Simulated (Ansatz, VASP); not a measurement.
## Two plane-wave programs on Mo2Br

```xyz
6
Lattice="0.0000 3.8002 3.8002 3.8002 0.0000 3.8002 3.8002 3.8002 0.0000" Properties=species:S:1:pos:R:3 pbc="T T T"
Mo    4.7503    4.7503    4.7503
Mo    4.7503    2.8502    2.8502
Mo    2.8502    2.8502    4.7503
Mo    2.8502    4.7503    2.8502
Br    0.0000    0.0000    0.0000
Br    1.9001    1.9001    1.9001
```

Alike in both runs: functional r2SCAN; k mesh 4 × 4 × 4; occupations gaussian, width 0.1 eV; no spin polarisation.

Ansatz relaxed the structure, and its values are those at the end. VASP's run is a single point on that final structure, the one shown.

```csv
,VASP,Ansatz
version,VASP 6.6.1,Ansatz 0.2.0
potentials or method,"VASP PAW PBE potentials, release 64 (Mo_sv, Br), cutoff 520 eV","scalar-relativistic, plane waves, PAW"
valence electrons in the cell,70,70
```

|  | VASP | Ansatz | Ansatz less VASP |
| --- | --- | --- | --- |
| gap on the k mesh at the Fermi level (eV) | none | none | - |
| pressure (GPa) | 0.4 | -0.1 | -0.51 |

VASP's potentials were made for PBE, not for r2SCAN. A gap of «none» marks a metal or a gap that the smearing closes.
